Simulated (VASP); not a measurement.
Input of a VASP 6.6.1 run:

INCAR

```
ALGO = Normal
EDIFF = 1E-6
EDIFFG = -0.01
ENCUT = 600
GGA = PE
IBRION = 2
ISIF = 3
ISMEAR = 0
LASPH = True
LCHARG = False
LREAL = False
LWAVE = False
NELM = 100
NSW = 100
PREC = Accurate
SIGMA = 0.1
```

File KPOINTS:

```
k-points
0
Gamma
  12 12 12
```

POSCAR

```
AlAs2
1.0
    3.9154150342      0.0000000000      0.0000000000
    0.0000000000      3.9154150342      0.0000000000
    0.0000000000      0.0000000000      4.1154811494
Al As
1 2
Direct
    0.0000000000      0.0000000000      0.0000000000
    0.5000000000      0.0000000000      0.4205009585
    0.0000000000      0.5000000000      0.5794990415
```

Potentials or basis: VASP PAW PBE potentials, release 64 (Al, As).

Run with:

```console
$ cat potpaw_PBE.64/Al/POTCAR potpaw_PBE.64/As/POTCAR > POTCAR
$ mpirun -np 1 vasp_std > vasp.out
```

(1) Estimate the relaxed volume.

(2) Predict the relaxed cell.

(3) What does it give for the space group after relaxing (to 0.05 Å)?

## Answers

(1) 20.93 Å³/atom.

(2) a = 3.980 Å, b = 3.980 Å, c = 3.963 Å, α = 90.00°, β = 90.00°, γ = 90.00°.

(3) P-4m2 (No. 115).
